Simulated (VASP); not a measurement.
LiCl:

```
CELL_PARAMETERS angstrom
0.00000 2.53011 2.53011
2.53011 0.00000 2.53011
2.53011 2.53011 0.00000
ATOMIC_POSITIONS crystal
Cl 0.50000 0.50000 0.50000
Li 0.00000 0.00000 0.00000
```

This cell differs from its parent crystal: volume scaled by 0.96.

Base run:

| Item | Value |
| --- | --- |
| Program | VASP 6.6.1 |
| Functional | PBE |
| Potentials or basis | VASP PAW PBE potentials, release 64 (Cl, Li_sv) |
| Cutoff | 520 eV |
| k mesh | 9 × 9 × 9 |
| Occupations | fermi-dirac, width 0.05 eV |
| Spin | no spin polarisation |

Its results: band gap on the k mesh 6.58 eV, direct.

The run is repeated on the same cell with these changes: functional from PBE to r2SCAN. What comes out?

Band gap on the k mesh 7.57 eV, direct.

r2SCAN gives the wider gap, since meta-GGAs in the generalised Kohn-Sham scheme recover part of the derivative discontinuity.

A k mesh can miss the band edges.
